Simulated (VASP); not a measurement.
A run of VASP 6.6.1:

Contents of POSCAR:

```
HfN
1.0
    0.0000000000      2.2262102169      2.2262102169
    2.2262102169      0.0000000000      2.2262102169
    2.2262102169      2.2262102169      0.0000000000
Hf N
1 1
Direct
    0.0000000000      0.0000000000      0.0000000000
    0.5000000000      0.5000000000      0.5000000000
```

INCAR.step1

```
PREC     = Accurate       # precision mode
ENCUT    = 600            # plane-wave cutoff, eV
ISMEAR   = 0              # smearing method
SIGMA    = 0.1            # smearing width, eV
LREAL    = False          # projectors in reciprocal space
LASPH    = True           # aspherical terms in the spheres
NELM     = 100            # most SCF steps
GGA      = PE             # functional
ALGO     = Normal         # electronic algorithm
EDIFF    = 1E-4           # SCF threshold, eV
LWAVE    = True           # write WAVECAR
LCHARG   = False          # write CHGCAR
```

File INCAR.step2:

```
PREC     = Accurate       # precision mode
ENCUT    = 600            # plane-wave cutoff, eV
EDIFF    = 1E-6           # SCF threshold, eV
ISMEAR   = 0              # smearing method
SIGMA    = 0.1            # smearing width, eV
LREAL    = False          # projectors in reciprocal space
LASPH    = True           # aspherical terms in the spheres
NELM     = 100            # most SCF steps
ALGO     = Normal         # electronic algorithm
ISIF     = 3              # what is computed and relaxed
LWAVE    = False          # write WAVECAR
LCHARG   = False          # write CHGCAR
METAGGA  = R2SCAN         # meta-GGA
LMIXTAU  = True         
IBRION   = 2              # ionic algorithm
NSW      = 70             # ionic steps
EDIFFG   = -0.008         # ionic threshold
PSTRESS  = 150.0        
ISTART   = 1
```

KPOINTS

```
Automatic mesh
0
Gamma
  16 16 16
```

Potentials or basis: VASP PAW PBE potentials, release 64 (Hf_pv, N).

Launch:

```bash
$ cat potpaw_PBE.64/Hf_pv/POTCAR potpaw_PBE.64/N/POTCAR > POTCAR
$ cp INCAR.step1 INCAR
$ mpirun -np 1 vasp_std > vasp.out
$ cp INCAR.step2 INCAR
$ mpirun -np 1 vasp_std > vasp.out
```

Hardware: 1 thread of AMD EPYC 9R45 96-Core Processor (Zen 5) (shared host).

Question: How long does it take, and how much memory?

Answer: Run time: 5.3 min on 1 thread of AMD EPYC 9R45 96-Core Processor (Zen 5), on a shared host, peak memory 0.18 GiB. Counts: k points 145, ion steps 3.
